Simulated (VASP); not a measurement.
Write the native input for VASP 6.6.1 that does the following.

| Property | Result |
| --- | --- |
| Task | single point |
| Functional | RPBE |
| Potentials or basis | VASP PAW PBE potentials, release 64 (Nb_sv) |
| Cutoff | 520 eV |
| k mesh | 22 × 22 × 22 |
| Occupations | fermi-dirac, width 0.1 eV |
| Spin | no spin polarisation |
| Dipole correction | no |
| Further INCAR settings | ALGO = Normal; EDIFF = 1e-07; NBANDS = 12 |

The structure of Nb lies in POSCAR:

```
Nb
1.0
   -1.7284629555      1.7284629555      1.7284629555
    1.7284629555     -1.7284629555      1.7284629555
    1.7284629555      1.7284629555     -1.7284629555
Nb
1
Direct
    0.0000000000      0.0000000000      0.0000000000
```

This cell differs from its parent crystal: volume scaled by 1.12.

One way to write it, as run:

INCAR

```
PREC     = Accurate       # precision mode
ENCUT    = 520            # plane-wave cutoff, eV
EDIFF    = 1E-7           # SCF threshold, eV
ISMEAR   = -1             # smearing method
SIGMA    = 0.1            # smearing width, eV
LREAL    = F              # projectors in reciprocal space
LASPH    = T              # aspherical terms in the spheres
NELM     = 60             # most SCF steps
ALGO     = Normal         # electronic algorithm
ISIF     = 2              # what is computed and relaxed
LWAVE    = F              # write WAVECAR
LCHARG   = T              # write CHGCAR
GGA      = RP             # functional
LELF     = T              # ELF
LVHAR    = T            
NBANDS   = 12             # bands
```

KPOINTS

```
Automatic mesh
0
Gamma
  22 22 22
```

Potentials or basis: VASP PAW PBE potentials, release 64 (Nb_sv).

The run is started by

```sh
$ cat potpaw_PBE.64/Nb_sv/POTCAR > POTCAR
$ mpirun -np 1 vasp_std > vasp.out
```

Results of the run:

```json
{
  "Pressure": "-14.9 GPa"
}
```

Caveat: the PAW data sets were made with another functional, which shifts forces and pressure a little.

Run time: 84 s on 1 thread of Intel Xeon 8259CL, on a shared host, peak memory 0.2 GiB.
